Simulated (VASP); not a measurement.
## As: single point with BLYP

As:

```
As
1.0
     2.89685    0.00000    0.00000
    -1.44843    2.50875    0.00000
     0.00000    0.00000   10.97541
As
4
Cartesian
  2.8969 0.0000 0.0000
  2.8969 0.0000 5.4877
  0.0000 1.6725 2.7439
  1.4484 0.8362 8.2316
```

This isn't the form of As at room conditions, which is rhombohedral.

```yaml
Program: VASP 6.6.1
Task: single point
Functional: BLYP
Potentials_or_basis: VASP PAW PBE potentials, release 64 (As)
Cutoff: 520 eV
k_mesh: 14 × 14 × 4
Occupations: fermi-dirac, width 0.1 eV
Spin: no spin polarisation
Dipole_correction: no
Further_INCAR_settings: ALGO = Normal; EDIFF = 1e-06; NBANDS = 18
```

The pressure is 6.4 GPa and the band gap on the k mesh is zero (bands 10 and 11 overlap by 8.21 eV).

Stress tensor (GPa, compression positive):
```
7.33 0.00 0.00
0.00 7.33 0.00
0.00 0.00 4.54
```

Levels at points of the mesh, in eV from the Fermi level:
```tsv
k point	band 6	band 7	band 8	band 9	band 10	band 11	band 12	band 13	band 14	band 15
(0.00, 0.00, 0.00)	-2.47	-2.45	3.02	5.40	5.40	5.84	5.84	5.84	5.84	6.35
(0.50, 0.00, 0.00)	-5.82	-5.05	-4.68	-1.54	-0.68	1.06	1.78	2.00	2.61	2.64
(0.00, 0.00, 0.50)	-5.17	0.84	0.84	5.52	5.52	5.52	5.52	6.19	6.19	6.19
(0.50, 0.00, 0.50)	-5.78	-5.13	-5.13	-0.72	-0.72	0.98	0.98	2.01	2.01	3.39
```

It took 74 s on 1 thread of AMD EPYC 9R14 (Zen 4), on a shared host, peak memory 0.21 GiB.

Caveat: the cell stands under pressure; the PAW data sets were made with another functional, which shifts forces and pressure a little.
